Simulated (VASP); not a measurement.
# GaN (F-43m) in VASP: notebook, part 2 of 2

VASP 6.6.1.

### Step 3. Relaxation of cell and atoms, LDA

This run uses another cell than the first one, of 11.44 Å³/atom.

INCAR reads:

```
SYSTEM = GaN
  ALGO = Normal
  EDIFF = 1E-7
  EDIFFG = -0.002
  ENCUT = 600
  IBRION = 2
  ISIF = 3
  ISMEAR = -1
  LASPH = .True.
  LCHARG = .False.
  LREAL = .False.
  LWAVE = .False.
  NELM = 80
  NSW = 100
  PREC = Accurate
  SIGMA = 0.05
```

KPOINTS reads:

```
k-points
0
Gamma
  18 18 18
  0 0 0
```

POSCAR reads:

```
GaN
1.0
    0.0000000000      2.2535006075      2.2535006075
    2.2535006075      0.0000000000      2.2535006075
    2.2535006075      2.2535006075      0.0000000000
Ga N
1 1
Direct
    0.0000000000      0.0000000000      0.0000000000
    0.2500000000      0.2500000000      0.2500000000
```

Potentials or basis: VASP PAW LDA potentials, release 64 (Ga_d, N).

Run with:

```sh
$ cat potpaw_LDA.64/Ga_d/POTCAR potpaw_LDA.64/N/POTCAR > POTCAR
$ mpirun -np 1 vasp_std > vasp.out
```

OUTCAR:

```text
SYSTEM = GaN
   EDIFF = 1E-7
   EDIFFG = -0.002
   ENCUT = 600
   IBRION = 2
   ISIF = 3
   ISMEAR = -1
   LASPH = .True.
   LREAL = .False.
   NELM = 80
   NSW = 100
   PREC = Accurate

 ion  position               nearest neighbor table
   1  0.000  0.000  0.000-   2 1.95   2 1.95   2 1.95   2 1.95
   2  0.250  0.250  0.250-   1 1.95   1 1.95   1 1.95   1 1.95

  LATTYP: Found a face centered cubic cell.
 ALAT       =     4.5070012150

  Lattice vectors:

 A1 = (   0.0000000000,   2.2535006075,   2.2535006075)
 A2 = (   2.2535006075,   0.0000000000,   2.2535006075)
 A3 = (   2.2535006075,   2.2535006075,   0.0000000000)

Analysis of symmetry for initial positions (statically):
=====================================================================
 Subroutine PRICEL returns:
 Original cell was already a primitive cell.

 Routine SETGRP: Setting up the symmetry group for a
 face centered cubic supercell.

 Subroutine GETGRP returns: Found 24 space group operations
 (whereof 24 operations were pure point group operations)
 out of a pool of 48 trial point group operations.

The static configuration has the point symmetry T_d .

Analysis of symmetry for dynamics (positions and initial velocities):
=====================================================================
 Subroutine PRICEL returns:
[... 231 lines left out ...]

 Free energy of the ion-electron system (eV)
  ---------------------------------------------------
  ext. energy  EPLUGINS =         0.00000000
  ---------------------------------------------------
  free energy    TOTEN  =       -13.94544961 eV

  energy without entropy =      -13.94544961  energy(sigma->0) =      -13.94544961

 E-fermi :   6.3523     XC(G=0): -12.2765

 val. band max:        5.3611708173   @ k =   0.0000   0.0000   0.0000
 cond. band min:       7.3005192606   @ k =   0.0000   0.0000   0.0000
 fundamental gap:      1.9393484432
 Fermi energy:         6.3523088539

 k-point     1 :       0.0000    0.0000    0.0000
  band No.  band energies     occupation
      1     -10.7014      2.00000
      2      -8.2236      2.00000
      3      -8.2236      2.00000
      4      -8.2236      2.00000
      5      -7.8748      2.00000
      6      -7.8748      2.00000
      7       5.3612      2.00000
      8       5.3612      2.00000
      9       5.3612      2.00000
     10       7.3005      0.00000
     11      15.6557      0.00000
     12      15.6557      0.00000
     13      15.6557      0.00000
[... 354 lines left out ...]
  band No.  band energies     occupation
      1     -10.1271      2.00000
      2      -8.1592      2.00000
      3      -8.1534      2.00000
      4      -7.9034      2.00000
      5      -7.8833      2.00000
      6      -7.8205      2.00000
      7       1.6181      2.00000
      8       4.5043      2.00000
      9       4.9486      2.00000
     10       9.6556      0.00000
     11      14.1367      0.00000
     12      15.9820      0.00000
     13      16.1642      0.00000

 [... further k-points ...]

------------------------ aborting loop because EDIFF is reached ----------------------------------------

  FORCE on cell =-STRESS in cart. coord.  units (eV):
  Direction    XX          YY          ZZ          XY          YZ          ZX
  --------------------------------------------------------------------------------------
  -------------------------------------------------------------------------------------
  Total       -0.0037400     -0.0037400     -0.0037400      0.0000000      0.0000000      0.0000000
  in kB       -0.2696471     -0.2696471     -0.2696471      0.0000000      0.0000000      0.0000000
  external PRESSURE =      -0.2696471 kB  Pullay stress =       0.0000000 kB
[... 17 lines left out ...]
  FREE ENERGIE OF THE ION-ELECTRON SYSTEM (eV)
  ---------------------------------------------------
  free  energy   TOTEN  =       -13.9454496099 eV

  energy  without entropy=      -13.9454496099  energy(sigma->0) =      -13.94544961

 reached required accuracy - stopping structural energy minimisation
```

OSZICAR:

```text
N       E                     dE             d eps       ncg     rms          rms(c)
DAV:   1     0.906951770688E+02    0.90695E+02   -0.10637E+04  5448   0.267E+03
DAV:   2    -0.838452955638E+01   -0.99080E+02   -0.93101E+02  5731   0.376E+02
DAV:   3    -0.158306247308E+02   -0.74461E+01   -0.73987E+01  5730   0.903E+01
[... 26 lines left out ...]
DAV:   4    -0.139454806662E+02    0.30499E-02   -0.41133E-03  6294   0.946E-01    0.297E-02
DAV:   5    -0.139454516124E+02    0.29054E-04   -0.75931E-05  6629   0.101E-01    0.167E-02
DAV:   6    -0.139454502797E+02    0.13327E-05   -0.39816E-06  5810   0.450E-02    0.115E-02
DAV:   7    -0.139454496863E+02    0.59337E-06   -0.10826E-06  5582   0.215E-02    0.160E-03
DAV:   8    -0.139454496099E+02    0.76378E-07   -0.12682E-07  2951   0.752E-03
   3 F= -.13945450E+02 E0= -.13945450E+02  d E =-.120236E-01
```

CONTCAR:

```text
GaN
   1.00000000000000
     0.0000000000000000    2.2314477289107293    2.2314477289107293
     2.2314477289107293    0.0000000000000000    2.2314477289107293
     2.2314477289107293    2.2314477289107293   -0.0000000000000000
  Ga              N
     1     1
Direct
     0.0000000000000000    0.0000000000000000    0.0000000000000000
     0.2500000000000000    0.2500000000000000    0.2500000000000000

  0.00000000E+00  0.00000000E+00  0.00000000E+00
  0.00000000E+00  0.00000000E+00  0.00000000E+00
```

It took 2.3 min on 1 thread of AMD EPYC 7R13, shared host; peak memory 0.21 GiB.

Results:

| Quantity | Value |
| --- | --- |
| Free energy | -13.9454 eV |
| Relaxed volume | 11.11 Å³/atom |
| Relaxed cell | a = 3.156 Å, b = 3.156 Å, c = 3.156 Å, α = 60.00°, β = 60.00°, γ = 60.00° |
| Space group after relaxing (to 0.1 Å) | F-43m (No. 216) |
| Energy gained by relaxing | 6.0 meV/atom |
| Ionic steps | 3 |
| Pressure after relaxing | 0.0 GPa |
| Band gap on the k mesh | 1.94 eV |

The path:
```tsv
step	energy change (eV)	largest force (eV/Å)	pressure (GPa)	volume (Å³)
1	0.0000	0.0000	-5.61	22.89
2	-0.0002	0.0000	6.13	21.59
3	-0.0120	0.0000	-0.03	22.22
```

Final structure:
```xyz
2
Lattice="0.0000 2.2314 2.2314 2.2314 0.0000 2.2314 2.2314 2.2314 0.0000" Properties=species:S:1:pos:R:3 pbc="T T T"
Ga    0.0000    0.0000    0.0000
N     1.1157    1.1157    1.1157
```
